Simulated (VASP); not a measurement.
# BAs (F-43m) in VASP: a series of runs, part 2 of 2

VASP 6.6.1. Earlier steps stand in the parts before.

### Step 4. Single point, PBE (volume scaled by 0.9)

The input, INCAR:

```
SYSTEM = BAs
PREC     = Accurate       ! precision mode
ENCUT    = 520            ! plane-wave cutoff, eV
EDIFF    = 1E-6           ! SCF threshold, eV
ISMEAR   = -1             ! smearing method
SIGMA    = 0.03           ! smearing width, eV
LREAL    = .FALSE.        ! projectors in reciprocal space
LASPH    = .TRUE.         ! aspherical terms in the spheres
NELM     = 60             ! most SCF steps
ALGO     = Normal         ! electronic algorithm
ISIF     = 2              ! what is computed and relaxed
LWAVE    = .FALSE.        ! write WAVECAR
LCHARG   = .TRUE.         ! write CHGCAR
GGA      = PE             ! functional
LELF     = .TRUE.         ! ELF
LVHAR    = .TRUE.       
NBANDS   = 11             ! bands
```

The input, KPOINTS:

```
Automatic mesh
0
G
  10 10 10
  0 0 0
```

The input, POSCAR:

```
BAs
1.0
    0.0000000000      2.3264692894      2.3264692894
    2.3264692894      0.0000000000      2.3264692894
    2.3264692894      2.3264692894      0.0000000000
B As
1 1
Direct
    0.7500000000      0.7500000000      0.7500000000
    0.0000000000      0.0000000000      0.0000000000
```

Command:

```sh
cat potpaw_PBE.64/B/POTCAR potpaw_PBE.64/As/POTCAR > POTCAR
mpirun -np 1 vasp_std > vasp.out
```

Wall time 10 s (1 thread of Intel Xeon Platinum 8488C (Sapphire Rapids), shared host); peak memory 0.14 GiB.

It converged, with:

```
Free energy            : -11.2800 eV
Pressure               : 16.9 GPa
Band gap on the k mesh : 1.09 eV, indirect (least direct gap 3.38 eV)
```

Levels at points of the mesh, in eV from the valence-band top:
```tsv
k point	band 1	band 2	band 3	band 4	band 5	band 6	band 7	band 8
(0.00, 0.00, 0.00)	-16.15	0.00	0.00	0.00	3.38	3.38	3.38	5.71
(0.50, 0.00, 0.00)	-12.98	-9.39	-1.96	-1.96	3.17	4.87	4.87	9.00
(0.50, 0.50, 0.00)	-11.53	-8.99	-4.42	-4.42	1.32	1.37	12.14	12.14
```

Caveat: the cell differs from its parent crystal (volume scaled by 0.9).

### Step 5. Single point, PBE

This run uses another cell than the first one, of 13.99 Å³/atom, 2.222 times its volume.

The input, INCAR:

```
PREC     = Accurate       # precision mode
ENCUT    = 520            # plane-wave cutoff, eV
EDIFF    = 1E-7           # SCF threshold, eV
ISMEAR   = -1             # smearing method
SIGMA    = 0.03           # smearing width, eV
LREAL    = False          # projectors in reciprocal space
LASPH    = True           # aspherical terms in the spheres
NELM     = 100            # most SCF steps
ALGO     = Normal         # electronic algorithm
ISIF     = 2              # what is computed and relaxed
LWAVE    = False          # write WAVECAR
LCHARG   = False          # write CHGCAR
GGA      = PE             # functional
NBANDS   = 11             # bands
```

The input, KPOINTS:

```
regular mesh
0
Gamma
  10 10 10
```

The input, POSCAR:

```
BAs
1.0
    0.0000000000      2.4096270000      2.4096270000
    2.4096270000      0.0000000000      2.4096270000
    2.4096270000      2.4096270000      0.0000000000
B As
1 1
Direct
    0.7500000000      0.7500000000      0.7500000000
    0.0000000000      0.0000000000      0.0000000000
```

Potentials or basis: VASP PAW PBE potentials, release 64 (B, As).

Command:

```sh
cat potpaw_PBE.64/B/POTCAR potpaw_PBE.64/As/POTCAR > POTCAR
mpirun -np 1 vasp_std > vasp.out
```

OUTCAR:

```text
PREC = Accurate
   ENCUT = 520
   EDIFF = 1E-7
   ISMEAR = -1
   LREAL = False
   LASPH = True
   NELM = 100
   ISIF = 2
   GGA = PE

 ion  position               nearest neighbor table
   1  0.750  0.750  0.750-   2 2.09   2 2.09   2 2.09   2 2.09
   2  0.000  0.000  0.000-   1 2.09   1 2.09   1 2.09   1 2.09

  LATTYP: Found a face centered cubic cell.
 ALAT       =     4.8192540000

  Lattice vectors:

 A1 = (   0.0000000000,   2.4096270000,   2.4096270000)
 A2 = (   2.4096270000,   0.0000000000,   2.4096270000)
 A3 = (   2.4096270000,   2.4096270000,   0.0000000000)

Analysis of symmetry for initial positions (statically):
=====================================================================
 Subroutine PRICEL returns:
 Original cell was already a primitive cell.

 Routine SETGRP: Setting up the symmetry group for a
 face centered cubic supercell.

 Subroutine GETGRP returns: Found 24 space group operations
 (whereof 24 operations were pure point group operations)
 out of a pool of 48 trial point group operations.

The static configuration has the point symmetry T_d .

[... 162 lines left out ...]
 val. band max:        5.8378093153   @ k =   0.0000   0.0000   0.0000
 cond. band min:       7.0402958465   @ k =   0.4000   0.4000   0.0000
 fundamental gap:      1.2024865312
 Fermi energy:         6.4485116569

 k-point     1 :       0.0000    0.0000    0.0000
  band No.  band energies     occupation
      1      -9.3250      2.00000
      2       5.8378      2.00000
      3       5.8378      2.00000
      4       5.8378      2.00000
      5       9.0816      0.00000
      6       9.0816      0.00000
      7       9.0816      0.00000
      8      10.1911      0.00000
      9      15.2945      0.00000
     10      18.6824      0.00000
     11      18.6824      0.00000
[... 309 lines left out ...]
 k-point    24 :       0.4000    0.3000    0.0000
  band No.  band energies     occupation
      1      -6.7529      2.00000
      2      -0.5496      2.00000
      3       1.9703      2.00000
      4       2.4466      2.00000
      5       7.5476      0.00000
      6       9.2232      0.00000
      7      14.4871      0.00000
      8      14.7337      0.00000
      9      17.6623      0.00000
     10      21.3206      0.00000
     11      21.5384      0.00000

 [... further k-points ...]
[... 5 lines left out ...]
  --------------------------------------------------------------------------------------
  -------------------------------------------------------------------------------------
  Total       -0.0394538     -0.0394538     -0.0394538      0.0000000      0.0000000      0.0000000
  in kB       -2.2590201     -2.2590201     -2.2590201      0.0000000      0.0000000      0.0000000
  external PRESSURE =      -2.2590201 kB  Pullay stress =       0.0000000 kB

 VOLUME and BASIS-vectors are now :
 -----------------------------------------------------------------------------
  energy-cutoff  :      520.00
  volume of cell :       27.98
      direct lattice vectors                 reciprocal lattice vectors
     0.000000000  2.409627000  2.409627000    -0.207500995  0.207500995  0.207500995
     2.409627000  0.000000000  2.409627000     0.207500995 -0.207500995  0.207500995
     2.409627000  2.409627000  0.000000000     0.207500995  0.207500995 -0.207500995

 POSITION                                       TOTAL-FORCE (eV/Angst)
 -----------------------------------------------------------------------------------
      3.61444      3.61444      3.61444        -0.000000     -0.000000      0.000000
      0.00000      0.00000      0.00000         0.000000      0.000000     -0.000000
 -----------------------------------------------------------------------------------
    total drift:                               -0.000000     -0.000000     -0.000000

  FREE ENERGIE OF THE ION-ELECTRON SYSTEM (eV)
  ---------------------------------------------------
  free  energy   TOTEN  =       -11.4136634326 eV

  energy  without entropy=      -11.4136634326  energy(sigma->0) =      -11.41366343
```

Wall time 12 s (1 thread of Intel Xeon Platinum 8488C (Sapphire Rapids), shared host); peak memory 0.16 GiB.

What came out:

* Free energy: -11.4137 eV
* Pressure: -0.2 GPa
* Band gap on the k mesh: 1.20 eV, indirect (least direct gap 3.24 eV)

Levels at points of the mesh, in eV from the valence-band top:
```tsv
k point	band 2	band 3	band 4	band 5	band 6	band 7
(0.00, 0.00, 0.00)	0.00	0.00	0.00	3.24	3.24	3.24
(0.50, 0.00, 0.00)	-8.60	-1.78	-1.78	2.54	4.75	4.75
(0.50, 0.50, 0.00)	-8.38	-3.97	-3.97	1.46	1.47	11.12
```

A k mesh can miss the band edges. Expect the measured gap to be larger: semilocal functionals such as PBE lack the derivative discontinuity.

### Step 6. The runs side by side

```csv
cell,gap on the mesh (eV),pressure (GPa)
"a = 2.611 Å, angles 60.0°, 2 atoms",0.29,503.8
"a = 3.096 Å, angles 60.0°, 2 atoms",0.88,67.4
"a = 3.290 Å, angles 60.0°, 2 atoms",1.09,16.9
"a = 3.408 Å, angles 60.0°, 2 atoms",1.20,-0.2
```

Alike in all rows: task single point; level PBE; potentials or basis VASP PAW PBE potentials, release 64 (B, As); no spin polarisation; k mesh 10 × 10 × 10; cutoff (eV) 520; smearing fermi-dirac 0.03 eV.

Absolute energies hang on the potentials; compare differences alone.
